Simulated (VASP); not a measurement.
Runs of VASP 6.6.1 on MoS2. The structure is that of space group P-6m2 (No. 187), or close to it. The cells are those of the table. 

```tsv
cell	gap on the mesh (eV)	largest force (eV/Å)
a = 3.247, b = 3.247, c = 17.675 Å, angles 90.0, 90.0, 120.0°, 3 atoms	1.63	1.02
a = 3.141, b = 3.141, c = 17.100 Å, angles 90.0, 90.0, 120.0°, 3 atoms	(b)	0.56
a = 3.163, b = 3.163, c = 17.218 Å, angles 90.0, 90.0, 120.0°, 3 atoms	(a)	0.20
a = 3.184, b = 3.184, c = 17.335 Å, angles 90.0, 90.0, 120.0°, 3 atoms	1.78	0.14
a = 3.205, b = 3.205, c = 17.449 Å, angles 90.0, 90.0, 120.0°, 3 atoms	1.73	0.46
a = 3.226, b = 3.226, c = 17.563 Å, angles 90.0, 90.0, 120.0°, 3 atoms	1.68	0.75
a = 3.119, b = 3.119, c = 16.981 Å, angles 90.0, 90.0, 120.0°, 3 atoms	1.96	0.96
```

Alike in all rows: task single point; level PBEsol; potentials or basis VASP PAW PBE potentials, release 64 (Mo_sv, S); no spin polarisation; k mesh 8 × 8 × 2; cutoff (eV) 520; smearing fermi-dirac 0.1 eV.

**Question.** Fill in the values left out.

**Answer.** (a) 1.84; (b) 1.90.

Caveats: there is no dipole correction, which matters where the two faces differ; the PAW data sets were made with another functional, which shifts forces and pressure a little.

A k mesh can miss the band edges, and the runs leave out spin-orbit coupling on Mo.
